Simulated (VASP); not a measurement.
# Al in VASP: single point with r2SCAN

Aim: the single point of Al with r2SCAN.

Program: VASP 6.6.1. These are calculated values, not measurements. Logs are shortened: lines on timing, memory, paths and dates and some standing lists are left out, and cuts for length are marked.

## Step 1: The cell of the first run

The typed cell holds 4 atoms: a = 5.190 Å, b = 5.190 Å, c = 4.392 Å, α = 90.00°, β = 90.00°, γ = 143.19°.

## Step 2: Single point, r2SCAN

Input file POSCAR:

```
Al
1.0
    1.6389162642     -4.9246713125      0.0000000000
    1.6389162642      4.9246713125      0.0000000000
    0.0000000000      0.0000000000      4.3923822951
Al
4
Direct
    0.1373403873      0.8626596127      0.9999726246
    0.6373403873      0.3626596127      0.5000273754
    0.8626596127      0.1373403873      0.0000273754
    0.3626596127      0.6373403873      0.4999726246
```

Input file INCAR.step1:

```
SYSTEM = Al
ALGO = Normal
EDIFF = 1E-4
ENCUT = 520
GGA = PE
ISMEAR = 0
LASPH = .TRUE.
LCHARG = .FALSE.
LREAL = .FALSE.
LWAVE = .TRUE.
NBANDS = 14
NELM = 60
PREC = Accurate
SIGMA = 0.1
```

Input file INCAR.step2:

```
SYSTEM = Al
ALGO = Normal
EDIFF = 1E-6
ENCUT = 520
ISIF = 2
ISMEAR = 0
ISTART = 1
LASPH = .TRUE.
LCHARG = .FALSE.
LMIXTAU = .TRUE.
LREAL = .FALSE.
LWAVE = .FALSE.
METAGGA = R2SCAN
NBANDS = 14
NELM = 60
PREC = Accurate
SIGMA = 0.1
```

Input file KPOINTS:

```
k-points
0
G
  6 6 4
  0 0 0
```

Potentials or basis: VASP PAW PBE potentials, release 64 (Al).

Started as:

```bash
cat potpaw_PBE.64/Al/POTCAR > POTCAR
cp INCAR.step1 INCAR
mpirun -np 1 vasp_std > vasp.out
cp INCAR.step2 INCAR
mpirun -np 1 vasp_std > vasp.out
```

OUTCAR:

```text
SYSTEM = Al
   EDIFF = 1E-6
   ENCUT = 520
   ISIF = 2
   ISMEAR = 0
   ISTART = 1
   LASPH = .TRUE.
   LREAL = .FALSE.
   METAGGA = R2SCAN
   NELM = 60
   PREC = Accurate

 ion  position               nearest neighbor table
   1  0.137  0.863  1.000-   3 2.71   2 2.74   2 2.74   2 2.74   2 2.74   3 2.76   3 2.76   4 3.12
                             4 3.12
   2  0.637  0.363  0.500-   4 2.71   1 2.74   1 2.74   1 2.74   1 2.74   4 2.76   4 2.76   3 3.12
                             3 3.12
   3  0.863  0.137  0.000-   1 2.71   4 2.74   4 2.74   4 2.74   4 2.74   1 2.76   1 2.76   2 3.12
                             2 3.12
   4  0.363  0.637  0.500-   2 2.71   3 2.74   3 2.74   3 2.74   3 2.74   2 2.76   2 2.76   1 3.12
                             1 3.12

  LATTYP: Found a base centered orthorhombic cell.
 ALAT       =     3.2778325284
 B/A-ratio  =     3.0048339992
 C/A-ratio  =     1.3400264526

  Lattice vectors:

 A1 = (   1.6389162642,  -4.9246713125,   0.0000000000)
 A2 = (   1.6389162642,   4.9246713125,   0.0000000000)
 A3 = (   0.0000000000,   0.0000000000,   4.3923822951)

Analysis of symmetry for initial positions (statically):
=====================================================================
 Subroutine PRICEL returns:
 Original cell was already a primitive cell.

 Routine SETGRP: Setting up the symmetry group for a
 base centered orthorhombic supercell.

 Subroutine GETGRP returns: Found  8 space group operations
 (whereof  4 operations were pure point group operations)
 out of a pool of  8 trial point group operations.

The static configuration has the point symmetry C_2h.
 The point group associated with its full space group is D_2h.

Analysis of symmetry for dynamics (positions and initial velocities):
=====================================================================
 Subroutine PRICEL returns:
 Original cell was already a primitive cell.

 Routine SETGRP: Setting up the symmetry group for a
 base centered orthorhombic supercell.

 Subroutine GETGRP returns: Found  8 space group operations
 (whereof  4 operations were pure point group operations)
 out of a pool of  8 trial point group operations.

The dynamic configuration has the point symmetry C_2h.
 The point group associated with its full space group is D_2h.

 Subroutine INISYM returns: Found  8 space group operations
 (whereof  4 operations are pure point group operations),
 and found     1 'primitive' translations

----------------------------------------------------------------------------------------

                                     Primitive cell

  volume of cell :      70.9029

  direct lattice vectors                    reciprocal lattice vectors
     1.638916264 -4.924671313  0.000000000     0.305079650 -0.101529619  0.000000000
[... 109 lines left out ...]
     AMIX     =   0.40;   BMIX     =  1.00
     AMIX_MAG =   1.60;   BMIX_MAG =  1.00
  volume/ion in A,a.u.               =      17.73       119.62
  Fermi-wavevector in a.u.,A,eV,Ry     =   0.905553  1.711247 11.157134  0.820026
  Thomas-Fermi vector in A             =   2.029134
   LORBIT       =      0    0 simple, 1 ext, 2 COOP (PROOUT), +10 PAW based schemes
   METAGGA = R2SCAN    functional components
   LHFCALC =     F    Hartree Fock is set to
   AEXX    =    0.0000 exact exchange contribution
   IVDW    =     0    specifies the selected vdW correction
   LEPSILON=     F    determine dielectric tensor
   LRPA    =     F    only Hartree local field effects (RPA)
 non-spin polarized calculation
 Gauss-broadening in eV      SIGMA  =   0.10
  energy-cutoff  :      520.00
  volume of cell :       70.90
 maximum number of plane-waves:      1928
 NGX is ok and might be reduce to    40
   NGX = 19   NGY = 19   NGZ = 17

 number of electron      12.0000000 magnetization

 Free energy of the ion-electron system (eV)
  ---------------------------------------------------
  ext. energy  EPLUGINS =         0.00000000
  ---------------------------------------------------
  free energy    TOTEN  =       -26.01150033 eV

  energy without entropy =      -26.00543179  energy(sigma->0) =      -26.00846606

 E-fermi :   7.1607     XC(G=0): -10.5542

 val. band max:        7.0771988876   @ k =   0.3333   0.3333   0.0000
 cond. band min:       7.1920996734   @ k =  -0.3333   0.3333   0.0000
 fundamental gap:      0.1149007858
 Fermi energy:         7.1607446394

 k-point     1 :       0.0000    0.0000    0.0000
  band No.  band energies     occupation
      1      -4.2006      2.00000
      2       2.2280      2.00000
      3       2.4407      2.00000
      4       3.2541      2.00000
      5       4.3050      2.00000
      6       8.6556      0.00000
      7       9.1868      0.00000
      8       9.8102      0.00000
      9      10.5803      0.00000
     10      10.6510      0.00000
     11      11.3340      0.00000
     12      13.6053      0.00000
     13      14.1900      0.00000
     14      16.8080      0.00000
[... 377 lines left out ...]
      1      -2.4045      2.00000
      2      -0.6661      2.00000
      3       1.5483      2.00000
      4       3.2488      2.00000
      5       6.1078      2.00000
      6       8.9528      0.00000
      7       9.2205      0.00000
      8      10.1307      0.00000
      9      10.2144      0.00000
     10      11.8627      0.00000
     11      12.2951      0.00000
     12      13.3731      0.00000
     13      13.9510      0.00000
     14      15.1336      0.00000

 [... further k-points ...]

------------------------ aborting loop because EDIFF is reached ----------------------------------------

  FORCE on cell =-STRESS in cart. coord.  units (eV):
  Direction    XX          YY          ZZ          XY          YZ          ZX
  --------------------------------------------------------------------------------------
  -------------------------------------------------------------------------------------
  Total       -0.1476253     -0.1261181     -0.0791587      0.0000000      0.0000000      0.0000000
  in kB       -3.3358554     -2.8498628     -1.7887323      0.0000000      0.0000000      0.0000000
  external PRESSURE =      -2.6581502 kB  Pullay stress =       0.0000000 kB

 VOLUME and BASIS-vectors are now :
 -----------------------------------------------------------------------------
  energy-cutoff  :      520.00
  volume of cell :       70.90
      direct lattice vectors                 reciprocal lattice vectors
     1.638916264 -4.924671313  0.000000000     0.305079650 -0.101529619  0.000000000
     1.638916264  4.924671313  0.000000000     0.305079650  0.101529619  0.000000000
     0.000000000  0.000000000  4.392382295     0.000000000  0.000000000  0.227666886

 POSITION                                       TOTAL-FORCE (eV/Angst)
 -----------------------------------------------------------------------------------
      1.63892      3.57196      4.39226         0.000000      0.002073      0.001096
      1.63892     -1.35271      2.19631         0.000000      0.002073     -0.001096
      1.63892     -3.57196      0.00012         0.000000     -0.002073     -0.001096
      1.63892      1.35271      2.19607         0.000000     -0.002073      0.001096
 -----------------------------------------------------------------------------------
    total drift:                               -0.000000     -0.000000     -0.000000

  FREE ENERGIE OF THE ION-ELECTRON SYSTEM (eV)
  ---------------------------------------------------
  free  energy   TOTEN  =       -26.0115003297 eV

  energy  without entropy=      -26.0054317872  energy(sigma->0) =      -26.00846606
```

OUTCAR.step1:

```text
SYSTEM = Al
   EDIFF = 1E-4
   ENCUT = 520
   GGA = PE
   ISMEAR = 0
   LASPH = .TRUE.
   LREAL = .FALSE.
   NELM = 60
[... 643 lines left out ...]
      1.63892     -1.35271      2.19631         0.000000      0.108772     -0.001055
      1.63892     -3.57196      0.00012         0.000000     -0.108772     -0.001055
      1.63892      1.35271      2.19607         0.000000     -0.108772      0.001055
 -----------------------------------------------------------------------------------
    total drift:                               -0.000000     -0.000000     -0.000000

  FREE ENERGIE OF THE ION-ELECTRON SYSTEM (eV)
  ---------------------------------------------------
  free  energy   TOTEN  =       -14.2237110810 eV

  energy  without entropy=      -14.2162061319  energy(sigma->0) =      -14.21995861
```

It took 3.5 min on 1 thread of Intel Xeon 8259CL, shared host; peak memory 0.24 GiB.

What came out:

| Quantity | Value |
| --- | --- |
| Free energy | -26.0115 eV |
| Pressure | -0.3 GPa |
| Band gap on the k mesh | zero (bands 6 and 7 overlap by 4.98 eV) |

Forces on the atoms (eV/Å):
```
Al   0.000  0.002  0.001
Al   0.000  0.002 -0.001
Al   0.000 -0.002 -0.001
Al   0.000 -0.002  0.001
```

Levels at points of the mesh, in eV from the Fermi level:
| k point | band 3 | band 4 | band 5 | band 6 | band 7 | band 8 | band 9 | band 10 |
| --- | --- | --- | --- | --- | --- | --- | --- | --- |
| (0.00, 0.00, 0.00) | -4.72 | -3.91 | -2.86 | 1.49 | 2.03 | 2.65 | 3.42 | 3.49 |
| (0.50, 0.00, 0.00) | -4.00 | -4.00 | -0.18 | -0.18 | 0.51 | 0.51 | 2.62 | 2.62 |
| (0.50, 0.50, 0.00) | -2.99 | -1.86 | -1.59 | -0.65 | 1.83 | 2.48 | 2.89 | 3.52 |
| (0.00, 0.00, 0.50) | -2.98 | -2.98 | -2.83 | -2.83 | 4.44 | 4.44 | 5.97 | 5.97 |
| (0.50, 0.00, 0.50) | -5.38 | -5.38 | -2.62 | -2.62 | -1.36 | -1.36 | 3.51 | 3.51 |
| (0.50, 0.50, 0.50) | -6.96 | -6.96 | 3.62 | 3.62 | 3.82 | 3.82 | 4.13 | 4.13 |

Caveat: the PAW data sets were made with another functional, which shifts forces and pressure a little.

The gap in the log of VASP goes by the Fermi energy; the results here count the filled bands.